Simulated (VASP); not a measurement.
# Sb (R-3m) in VASP: single point with LDA

Aim: the single point of Sb with LDA.

Everything below comes from runs of VASP 6.6.1. Logs are shortened: lines on timing, memory, paths and dates and some standing lists are left out, and cuts for length are marked.

## 1. The cell of the first run

It takes space group R-3m (No. 166, trigonal). The conventional cell has a = 4.301 Å, b = 4.301 Å, c = 11.232 Å, α = 90.00°, β = 90.00°, γ = 120.00°. Within 3.8 Å of Sb (site symmetry 3m) lie 6 Sb at 2.90 to 3.34 Å.

## 2. Single point, LDA

INCAR reads:

```
SYSTEM = Sb
ALGO = Normal
EDIFF = 1E-6
ENCUT = 500
GGA = CA
GGA_COMPAT = .False.
ISIF = 2
ISMEAR = 0
LASPH = .True.
LCHARG = .False.
LREAL = .False.
LWAVE = .False.
NBANDS = 12
NELM = 120
PREC = Accurate
SIGMA = 0.1
```

KPOINTS reads:

```
k-points
0
Gamma
  6 6 6
  0 0 0
```

POSCAR reads:

```
Sb
1.0
    2.1506003320      1.2416496806      3.7440000000
   -2.1506003320      1.2416496806      3.7440000000
    0.0000000000     -2.4832993611      3.7440000000
Sb
2
Direct
    0.2336400000      0.2336400000      0.2336400000
    0.7663600000      0.7663600000      0.7663600000
```

Potentials or basis: VASP PAW LDA potentials, release 64 (Sb).

Command:

```
$ cat potpaw_LDA.64/Sb/POTCAR > POTCAR
$ mpirun -np 1 vasp_std > vasp.out
```

OUTCAR:

```text
SYSTEM = Sb
   EDIFF = 1E-6
   ENCUT = 500
   GGA = CA
   ISIF = 2
   ISMEAR = 0
   LASPH = .True.
   LREAL = .False.
   NELM = 120
   PREC = Accurate

 ion  position               nearest neighbor table
   1  0.234  0.234  0.234-   2 2.90   2 2.90   2 2.90   2 3.34   2 3.34   2 3.34
   2  0.766  0.766  0.766-   1 2.90   1 2.90   1 2.90   1 3.34   1 3.34   1 3.34

  LATTYP: Found a trigonal (rhomboedric) cell.
 ALAT       =     4.4926953733
 COS(alpha) =     0.5417151843

  Lattice vectors:

 A1 = (   2.1506003320,   1.2416496806,   3.7440000000)
 A2 = (  -2.1506003320,   1.2416496806,   3.7440000000)
 A3 = (   0.0000000000,  -2.4832993611,   3.7440000000)

Analysis of symmetry for initial positions (statically):
=====================================================================
 Subroutine PRICEL returns:
 Original cell was already a primitive cell.

 Routine SETGRP: Setting up the symmetry group for a
 trigonal (rhombohedral) supercell.

 Subroutine GETGRP returns: Found 12 space group operations
 (whereof 12 operations were pure point group operations)
 out of a pool of 12 trial point group operations.

The static configuration has the point symmetry D_3d.

Analysis of symmetry for dynamics (positions and initial velocities):
=====================================================================
 Subroutine PRICEL returns:
 Original cell was already a primitive cell.

 Routine SETGRP: Setting up the symmetry group for a
 trigonal (rhombohedral) supercell.

 Subroutine GETGRP returns: Found 12 space group operations
 (whereof 12 operations were pure point group operations)
 out of a pool of 12 trial point group operations.

The dynamic configuration has the point symmetry D_3d.

 Subroutine INISYM returns: Found 12 space group operations
 (whereof 12 operations are pure point group operations),
 and found     1 'primitive' translations

----------------------------------------------------------------------------------------

                                     Primitive cell

  volume of cell :      59.9854

  direct lattice vectors                    reciprocal lattice vectors
     2.150600332  1.241649681  3.744000000     0.232493222  0.134230024  0.089031339
    -2.150600332  1.241649681  3.744000000    -0.232493222  0.134230024  0.089031339
     0.000000000 -2.483299361  3.744000000     0.000000000 -0.268460048  0.089031339

  length of vectors
     4.492695373  4.492695373  4.492695373     0.282838075  0.282838075  0.282838075

  position of ions in fractional coordinates (direct lattice)
[... 85 lines left out ...]
   ISIF   =      2    stress and relaxation
   ISYM   =      2    0-nonsym 1-usesym 2-fastsym
   POTIM  = 0.5000    time-step for ionic-motion
   TEBEG  =    0.0;   TEEND  =   0.0 temperature during run
   PSTRESS=    0.0 pullay stress
   NELECT =      10.0000    total number of electrons
   NUPDOWN=      -1.0000    fix difference up-down
   EMIN   =  10.00;   EMAX   =-10.00  energy-range for DOS
   EFERMI =   0.00;   METHOD = LEGACY
   ISMEAR =     0;   SIGMA  =   0.10  broadening in eV -4-tet -1-fermi 0-gaus
   EFERMI_NEDOS =   21; number of points for ismear=-14 and -15
   IALGO  =     38    algorithm
   IMIX   =      4    mixing-type and parameters
     AMIX     =   0.40;   BMIX     =  1.00
     AMIX_MAG =   1.60;   BMIX_MAG =  1.00
  volume/ion in A,a.u.               =      29.99       202.40
  Fermi-wavevector in a.u.,A,eV,Ry     =   0.901003  1.702649 11.045295  0.811806
  Thomas-Fermi vector in A             =   2.024030
   LORBIT       =      0    0 simple, 1 ext, 2 COOP (PROOUT), +10 PAW based schemes
   GGA     = CA    functional components
   LHFCALC =     F    Hartree Fock is set to
   AEXX    =    0.0000 exact exchange contribution
   IVDW    =     0    specifies the selected vdW correction
   LEPSILON=     F    determine dielectric tensor
   LRPA    =     F    only Hartree local field effects (RPA)
 non-spin polarized calculation
 Gauss-broadening in eV      SIGMA  =   0.10
  energy-cutoff  :      500.00
  volume of cell :       59.99
 maximum number of plane-waves:      1534
 NGX is ok and might be reduce to    36
   NGX = 17   NGY = 17   NGZ = 17

 number of electron      10.0000000 magnetization

 Free energy of the ion-electron system (eV)
  ---------------------------------------------------
  ext. energy  EPLUGINS =         0.00000000
  ---------------------------------------------------
  free energy    TOTEN  =        -9.63943687 eV

  energy without entropy =       -9.63750749  energy(sigma->0) =       -9.63847218

 E-fermi :   7.2573     XC(G=0):  -9.7483

 val. band max:        6.9911515458   @ k =   0.5000   0.0000   0.0000
 cond. band min:       7.2665961519   @ k =   0.3333   0.1667   0.1667
 fundamental gap:      0.2754446061
 Fermi energy:         7.2572976512

 k-point     1 :       0.0000    0.0000    0.0000
  band No.  band energies     occupation
      1      -5.5603      2.00000
      2       2.3723      2.00000
      3       5.1648      2.00000
      4       5.4230      2.00000
      5       5.4230      2.00000
      6       9.3044      0.00000
      7       9.9157      0.00000
      8       9.9157      0.00000
      9      12.2920      0.00000
     10      12.2920      0.00000
     11      12.4505      0.00000
     12      13.7645      0.00000
[... 331 lines left out ...]
 k-point    24 :      -0.3333    0.5000    0.1667
  band No.  band energies     occupation
      1      -2.8866      2.00000
      2      -1.5157      2.00000
      3       1.8882      2.00000
      4       2.7882      2.00000
      5       5.3829      2.00000
      6       9.1525      0.00000
      7      10.4990      0.00000
      8      12.8610      0.00000
      9      13.1478      0.00000
     10      14.2356      0.00000
     11      16.8845      0.00000
     12      17.7642      0.00000

 [... further k-points ...]
[... 5 lines left out ...]
  --------------------------------------------------------------------------------------
  -------------------------------------------------------------------------------------
  Total       -0.1535603     -0.1535603     -0.2632506      0.0000000     -0.0000000      0.0000000
  in kB       -4.1015093     -4.1015093     -7.0312739      0.0000000     -0.0000000      0.0000000
  external PRESSURE =      -5.0780975 kB  Pullay stress =       0.0000000 kB

 VOLUME and BASIS-vectors are now :
 -----------------------------------------------------------------------------
  energy-cutoff  :      500.00
  volume of cell :       59.99
      direct lattice vectors                 reciprocal lattice vectors
     2.150600332  1.241649681  3.744000000     0.232493222  0.134230024  0.089031339
    -2.150600332  1.241649681  3.744000000    -0.232493222  0.134230024  0.089031339
     0.000000000 -2.483299361  3.744000000     0.000000000 -0.268460048  0.089031339

 POSITION                                       TOTAL-FORCE (eV/Angst)
 -----------------------------------------------------------------------------------
      0.00000      0.00000      2.62424         0.000000      0.000000      0.007833
      0.00000      0.00000      8.60776         0.000000     -0.000000     -0.007833
 -----------------------------------------------------------------------------------
    total drift:                                0.000000     -0.000000      0.000000

  FREE ENERGIE OF THE ION-ELECTRON SYSTEM (eV)
  ---------------------------------------------------
  free  energy   TOTEN  =        -9.6394368658 eV

  energy  without entropy=       -9.6375074947  energy(sigma->0) =       -9.63847218
```

OSZICAR:

```text
N       E                     dE             d eps       ncg     rms          rms(c)
DAV:   1     0.347312759724E+02    0.34731E+02   -0.34071E+03   768   0.627E+02
DAV:   2    -0.755766892534E+01   -0.42289E+02   -0.40859E+02  1036   0.108E+02
DAV:   3    -0.964612124411E+01   -0.20885E+01   -0.20790E+01   940   0.270E+01
DAV:   4    -0.966496948517E+01   -0.18848E-01   -0.18846E-01   932   0.304E+00
DAV:   5    -0.966520317327E+01   -0.23369E-03   -0.23369E-03   920   0.371E-01    0.317E+00
DAV:   6    -0.964871273055E+01    0.16490E-01   -0.34583E-03   908   0.301E-01    0.188E+00
DAV:   7    -0.963940755485E+01    0.93052E-02   -0.76355E-03   900   0.445E-01    0.524E-02
DAV:   8    -0.963943409140E+01   -0.26537E-04   -0.20748E-04   896   0.954E-02    0.119E-02
DAV:   9    -0.963943692443E+01   -0.28330E-05   -0.61147E-06   952   0.160E-02    0.486E-03
DAV:  10    -0.963943686580E+01    0.58628E-07   -0.39777E-07   576   0.347E-03
   1 F= -.96394369E+01 E0= -.96384722E+01  d E =-.192937E-02
```

Run time: 12 s. Hardware: 1 thread of Intel Xeon 6975P-C (Granite Rapids), shared host; peak memory 0.17 GiB.

Results:

```yaml
Free_energy: -9.6394 eV
Pressure: -0.5 GPa
Largest_force: 0.008 eV/Å
Band_gap_on_the_k_mesh: zero (bands 5 and 6 overlap by 0.28 eV)
```

Forces on the atoms (eV/Å):
```
Sb   0.000  0.000  0.008
Sb   0.000  0.000 -0.008
```

Stress tensor (GPa, compression positive):
```
-0.41  0.00  0.00
 0.00 -0.41  0.00
 0.00  0.00 -0.70
```

Caveat: spin-orbit coupling is left out, which moves the levels of the heavy elements.
